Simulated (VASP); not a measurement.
# BaTiO3 (Amm2) in VASP: single point with PBE

Aim: the single point of BaTiO3 with PBE.

All numbers are computed with VASP 6.6.1; they aren't measurements. Logs are shortened: lines on timing, memory, paths and dates and some standing lists are left out, and cuts for length are marked.

## Step 1: The cell of the first run

It takes space group Amm2 (No. 38, orthorhombic). Conventional cell: a = 3.963 Å, b = 5.716 Å, c = 5.748 Å, α = 90.00°, β = 90.00°, γ = 90.00°. Within 3.7 Å of Ba (site symmetry mm2) lie 12 O at 2.77 to 2.98 Å and 8 Ti at 3.42 to 3.57 Å. Within 2.5 Å of Ti (site symmetry mm2) lie 6 O at 1.85 to 2.21 Å. O (site symmetry m) has 2 Ti at 1.85 to 2.21 Å within 2.5 Å. O (site symmetry mm2) has 2 Ti at 1.99 Å within 2.6 Å.

## Step 2: Single point, PBE, non-collinear spin, zero start, spin-orbit coupling

File INCAR:

```
SYSTEM = BaTiO3
PREC = Accurate
ENCUT = 520
EDIFF = 1E-6
ISMEAR = 0
SIGMA = 0.01
LREAL = .FALSE.
LASPH = .TRUE.
NELM = 150
ALGO = Normal
ISIF = 2
LWAVE = .FALSE.
LCHARG = .FALSE.
LNONCOLLINEAR = .TRUE.
MAGMOM = 0 0 0 0 0 0 0 0 0 0 0 0 0 0 0
LORBIT = 11
LSORBIT = .TRUE.
GGA_COMPAT = .FALSE.
LORBMOM = .TRUE.
LMAXMIX = 4
GGA = PE
NBANDS = 55
```

File KPOINTS:

```
Automatic mesh
0
G
  6 6 6
  0 0 0
```

File POSCAR:

```
BaTiO3
1.0
    3.9631984557      0.0000000000      0.0000000000
    0.0000000000      2.8578841634      2.8741958914
    0.0000000000     -2.8578841634      2.8741958914
Ba Ti O
1 1 3
Direct
    0.0000000000      0.0049647928      0.0049647928
    0.5000000000      0.5205652015      0.5205652015
    0.5000000000      0.9767600020      0.4907771772
    0.5000000000      0.4907771772      0.9767600020
    0.0000000000      0.4868328265      0.4868328265
```

Potentials or basis: VASP PAW PBE potentials, release 64 (Ba_sv, Ti_sv, O).

Launch:

```console
$ cat potpaw_PBE.64/Ba_sv/POTCAR potpaw_PBE.64/Ti_sv/POTCAR potpaw_PBE.64/O/POTCAR > POTCAR
$ mpirun -np 1 vasp_ncl > vasp.out
```

OUTCAR:

```text
SYSTEM = BaTiO3
   PREC = Accurate
   ENCUT = 520
   EDIFF = 1E-6
   ISMEAR = 0
   LREAL = .FALSE.
   LASPH = .TRUE.
   NELM = 150
   ISIF = 2
   LNONCOLLINEAR = .TRUE.
   LORBIT = 11
   LSORBIT = .TRUE.
   GGA = PE

 ion  position               nearest neighbor table
   1  0.000  0.005  0.005-   5 2.77   4 2.80   3 2.80   3 2.80   4 2.80   5 2.86   5 2.86   4 2.88
                             3 2.88   3 2.88   4 2.88   5 2.98   2 3.42   2 3.42   2 3.48   2 3.48
   2  0.500  0.521  0.521-   3 1.85   4 1.85   5 1.99   5 1.99   3 2.21   4 2.21   1 3.42   1 3.42
                             1 3.48   1 3.48   1 3.48   1 3.48   1 3.57   1 3.57
   3  0.500  0.977  0.491-   2 1.85   2 2.21   1 2.80   1 2.80   1 2.88   1 2.88
   4  0.500  0.491  0.977-   2 1.85   2 2.21   1 2.80   1 2.80   1 2.88   1 2.88
   5  0.000  0.487  0.487-   2 1.99   2 1.99   1 2.77   1 2.86   1 2.86   1 2.98

  LATTYP: Found a base centered orthorhombic cell.
 ALAT       =     5.7157683268
 B/A-ratio  =     1.0057076239
 C/A-ratio  =     0.6933798274

  Lattice vectors:

 A1 = (   0.0000000000,   2.8578841634,  -2.8741958914)
 A2 = (   0.0000000000,   2.8578841634,   2.8741958914)
 A3 = (   3.9631984557,   0.0000000000,   0.0000000000)

Analysis of symmetry for initial positions (statically):
=====================================================================
 Subroutine PRICEL returns:
 Original cell was already a primitive cell.

 Routine SETGRP: Setting up the symmetry group for a
 base centered orthorhombic supercell.

 Subroutine GETGRP returns: Found  4 space group operations
 (whereof  4 operations were pure point group operations)
 out of a pool of  8 trial point group operations.

The static configuration has the point symmetry C_2v.

Analysis of symmetry for dynamics (positions and initial velocities):
=====================================================================
 Subroutine PRICEL returns:
 Original cell was already a primitive cell.

 Routine SETGRP: Setting up the symmetry group for a
 base centered orthorhombic supercell.

 Subroutine GETGRP returns: Found  4 space group operations
 (whereof  4 operations were pure point group operations)
 out of a pool of  8 trial point group operations.

The dynamic configuration has the point symmetry C_2v.

Analysis of structural, dynamic, and magnetic symmetry:
=====================================================================
 Subroutine PRICEL returns:
 Original cell was already a primitive cell.

 Routine SETGRP: Setting up the symmetry group for a
 base centered orthorhombic supercell.

 Subroutine GETGRP returns: Found  4 space group operations
 (whereof  4 operations were pure point group operations)
 out of a pool of  8 trial point group operations.

The overall configuration has the point symmetry C_2v.

 Subroutine INISYM returns: Found  4 space group operations
 (whereof  4 operations are pure point group operations),
 and found     1 'primitive' translations

----------------------------------------------------------------------------------------

                                     Primitive cell

  volume of cell :      65.1084

  direct lattice vectors                    reciprocal lattice vectors
     3.963198456  0.000000000  0.000000000     0.252321455  0.000000000  0.000000000
     0.000000000  2.857884163  2.874195891     0.000000000  0.174954607  0.173961699
     0.000000000 -2.857884163  2.874195891     0.000000000 -0.174954607  0.173961699

  length of vectors
     3.963198456  4.053209088  4.053209088     0.252321455  0.246722085  0.246722085

  position of ions in fractional coordinates (direct lattice)
     0.000000000  0.004964793  0.004964793
     0.500000000  0.520565201  0.520565201
     0.500000000  0.976760002  0.490777177
     0.500000000  0.490777177  0.976760002
     0.000000000  0.486832826  0.486832826

  ion indices of the primitive-cell ions
   primitive index   ion index
                 1           1
                 2           2
                 3           3
                 4           4
                 5           5

----------------------------------------------------------------------------------------

 KPOINTS: Automatic mesh

Automatic generation of k-mesh.
 Grid dimensions read from file:
 generate k-points for:    6    6    6

 Generating k-lattice:

  Cartesian coordinates                     Fractional coordinates (reciprocal lattice)
     0.042053576  0.000000000  0.000000000     0.166666667  0.000000000  0.000000000
     0.000000000  0.029159101  0.028993616     0.000000000  0.166666667  0.000000000
     0.000000000 -0.029159101  0.028993616     0.000000000  0.000000000  0.166666667

  Length of vectors
     0.042053576  0.041120347  0.041120347

  Shift w.r.t. Gamma in fractional coordinates (k-lattice)
     0.000000000  0.000000000  0.000000000

[... 78 lines left out ...]
   IVDW    =     0    specifies the selected vdW correction
   LEPSILON=     F    determine dielectric tensor
   LRPA    =     F    only Hartree local field effects (RPA)
 Gauss-broadening in eV      SIGMA  =   0.01
  energy-cutoff  :      520.00
  volume of cell :       65.11
 maximum number of plane-waves:      3562
 NGX is ok and might be reduce to    30
   NGX = 15   NGY = 15   NGZ = 15

 number of electron      40.0000000 magnetization       0.0000000      0.0000000      0.0000000

 number of electron      40.0000000 magnetization      -0.0000000     -0.0000000     -0.0000000

 number of electron      40.0000000 magnetization       0.0000000     -0.0000000      0.0000000

 number of electron      40.0000000 magnetization       0.0000000     -0.0000000     -0.0000000

 Free energy of the ion-electron system (eV)
  ---------------------------------------------------
  ext. energy  EPLUGINS =         0.00000000
  ---------------------------------------------------
  free energy    TOTEN  =       -40.21712252 eV

  energy without entropy =      -40.21712252  energy(sigma->0) =      -40.21712252

 E-fermi :   3.7650     XC(G=0): -11.1589

 val. band max:        3.7162789386   @ k =   0.5000   0.5000   0.5000
 cond. band min:       5.9574899205   @ k =   0.0000   0.0000   0.0000
 fundamental gap:      2.2412109819
 Fermi energy:         3.7649920611

 k-point     1 :       0.0000    0.0000    0.0000
  band No.  band energies     occupation
      1     -52.6521      1.00000
      2     -52.6521      1.00000
      3     -29.3387      1.00000
      4     -29.3387      1.00000
      5     -28.7135      1.00000
      6     -28.7135      1.00000
[... 1309 lines left out ...]
     51      11.4085      0.00000
     52      11.4085      0.00000

 [... further k-points ...]

 [bands above 52 left out]

------------------------ aborting loop because EDIFF is reached ----------------------------------------

  FORCE on cell =-STRESS in cart. coord.  units (eV):
  Direction    XX          YY          ZZ          XY          YZ          ZX
  --------------------------------------------------------------------------------------
  -------------------------------------------------------------------------------------
  Total        1.9587266      2.0465593      1.9739372      0.0000000      0.0000000      0.0000000
  in kB       48.2000615     50.3614369     48.5743616      0.0000000      0.0000000      0.0000000
  external PRESSURE =      49.0452867 kB  Pullay stress =       0.0000000 kB

 VOLUME and BASIS-vectors are now :
 -----------------------------------------------------------------------------
  energy-cutoff  :      520.00
  volume of cell :       65.11
      direct lattice vectors                 reciprocal lattice vectors
     3.963198456  0.000000000  0.000000000     0.252321455  0.000000000  0.000000000
     0.000000000  2.857884163  2.874195891     0.000000000  0.174954607  0.173961699
     0.000000000 -2.857884163  2.874195891     0.000000000 -0.174954607  0.173961699

 POSITION                                       TOTAL-FORCE (eV/Angst)
 -----------------------------------------------------------------------------------
      0.00000      0.00000      0.02854         0.000000     -0.000000     -0.017369
      1.98160      0.00000      2.99241         0.000000     -0.000000     -0.133151
      1.98160      1.38888      4.21799         0.000000      0.125617      0.090353
      1.98160     -1.38888      4.21799         0.000000     -0.125617      0.090353
      0.00000      0.00000      2.79851         0.000000     -0.000000     -0.030187
 -----------------------------------------------------------------------------------
    total drift:                                0.000000     -0.000000     -0.000435

  FREE ENERGIE OF THE ION-ELECTRON SYSTEM (eV)
  ---------------------------------------------------
  free  energy   TOTEN  =       -40.2171225199 eV

  energy  without entropy=      -40.2171225199  energy(sigma->0) =      -40.21712252

 orbital moment (x)

 # of ion     p       d       tot
 ----------------------------------------
  1         0.000   0.000   0.000
  2         0.000   0.000   0.000
  3        -0.000   0.000  -0.000
  4         0.000   0.000   0.000
  5         0.000   0.000   0.000
 ----------------------------------------
            0.000   0.000   0.000

 orbital moment (y)

 # of ion     p       d       tot
 ----------------------------------------
  1         0.000   0.000   0.000
  2         0.000   0.000   0.000
  3        -0.000   0.000  -0.000
  4         0.000   0.000   0.000
  5         0.000   0.000   0.000
 ----------------------------------------
            0.000   0.000   0.000

 orbital moment (z)

 # of ion     p       d       tot
 ----------------------------------------
  1         0.000   0.000   0.000
  2         0.000   0.000   0.000
  3         0.000   0.000   0.000
  4         0.000   0.000   0.000
  5         0.000   0.000   0.000
 ----------------------------------------
            0.000   0.000   0.000

 Spin-Orbit-Coupling matrix elements

 Ion:    1  E_soc:     -0.3838144
 l=   1
     0.0000000    -0.0637955    -0.0638248
    -0.0637955     0.0000000    -0.0638373
    -0.0638248    -0.0638373     0.0000000
 l=   2
     0.0000000    -0.0000295     0.0000000    -0.0000342    -0.0001221
    -0.0000295     0.0000000    -0.0000872    -0.0000286    -0.0000290
     0.0000000    -0.0000872     0.0000000    -0.0000928     0.0000000
    -0.0000342    -0.0000286    -0.0000928     0.0000000    -0.0000262
    -0.0001221    -0.0000290     0.0000000    -0.0000262     0.0000000
 l=   3
     0.0000000     0.0000000     0.0000000     0.0000000     0.0000000     0.0000000     0.0000000
     0.0000000     0.0000000     0.0000000     0.0000000     0.0000000     0.0000000     0.0000000
     0.0000000     0.0000000     0.0000000     0.0000000     0.0000000     0.0000000     0.0000000
     0.0000000     0.0000000     0.0000000     0.0000000     0.0000000     0.0000000     0.0000000
[... 69 lines left out ...]
 l=   2
     0.0000000     0.0000000     0.0000000     0.0000000     0.0000000
     0.0000000     0.0000000     0.0000000     0.0000000     0.0000000
     0.0000000     0.0000000     0.0000000     0.0000000     0.0000000
     0.0000000     0.0000000     0.0000000     0.0000000     0.0000000
     0.0000000     0.0000000     0.0000000     0.0000000     0.0000000
 l=   3
     0.0000000     0.0000000     0.0000000     0.0000000     0.0000000     0.0000000     0.0000000
     0.0000000     0.0000000     0.0000000     0.0000000     0.0000000     0.0000000     0.0000000
     0.0000000     0.0000000     0.0000000     0.0000000     0.0000000     0.0000000     0.0000000
     0.0000000     0.0000000     0.0000000     0.0000000     0.0000000     0.0000000     0.0000000
     0.0000000     0.0000000     0.0000000     0.0000000     0.0000000     0.0000000     0.0000000
     0.0000000     0.0000000     0.0000000     0.0000000     0.0000000     0.0000000     0.0000000
     0.0000000     0.0000000     0.0000000     0.0000000     0.0000000     0.0000000     0.0000000

 total charge

# of ion       s       p       d       tot
------------------------------------------
    1        2.007   5.649   0.322   7.977
    2        2.222   6.273   1.790  10.286
    3        1.567   3.467   0.000   5.035
    4        1.567   3.467   0.000   5.035
    5        1.563   3.471   0.000   5.034
--------------------------------------------------
tot          8.927  22.328   2.111  33.366

 magnetization (x)

# of ion       s       p       d       tot
------------------------------------------
    1        0.000   0.000   0.000   0.000
    2        0.000   0.000   0.000   0.000
    3       -0.000   0.000   0.000  -0.000
    4        0.000  -0.000   0.000   0.000
    5        0.000   0.000   0.000   0.000
--------------------------------------------------
tot          0.000   0.000   0.000   0.000

 magnetization (y)

# of ion       s       p       d       tot
------------------------------------------
    1        0.000   0.000   0.000   0.000
    2        0.000   0.000   0.000   0.000
    3        0.000   0.000   0.000   0.000
    4        0.000   0.000   0.000   0.000
    5        0.000   0.000   0.000   0.000
--------------------------------------------------
tot          0.000   0.000   0.000   0.000

 magnetization (z)

# of ion       s       p       d       tot
------------------------------------------
    1        0.000   0.000   0.000   0.000
    2        0.000   0.000   0.000   0.000
    3        0.000   0.000   0.000   0.000
    4        0.000   0.000   0.000   0.000
    5        0.000   0.000   0.000   0.000
--------------------------------------------------
tot          0.000   0.000   0.000   0.000
```

It took 8.7 min on 1 thread of Intel Xeon Platinum 8488C (Sapphire Rapids), shared host; peak memory 0.57 GiB.

What came out:

- Free energy: -40.2171 eV
- Pressure: 4.9 GPa
- Largest force: 0.155 eV/Å
- Net moment: 0.00 μB per cell
- Valence electrons inside the program's atomic spheres: Ba 7.98; Ti 10.29; O 5.04, 5.03 (each value once)

Forces in eV/Å, atoms in the order of the input:
```
Ba   0.000  0.000 -0.017
Ti   0.000  0.000 -0.133
O    0.000  0.126  0.090
O    0.000 -0.126  0.090
O    0.000  0.000 -0.030
```

Stress tensor (GPa, compression positive):
```
4.82 0.00 0.00
0.00 5.04 0.00
0.00 0.00 4.86
```

Moments on the atoms (μB; x, y, z):
```
Ba  0.00 0.00 0.00
Ti  0.00 0.00 0.00
O   0.00 0.00 0.00
O   0.00 0.00 0.00
O   0.00 0.00 0.00
```

Caveat: the cell stands under pressure.
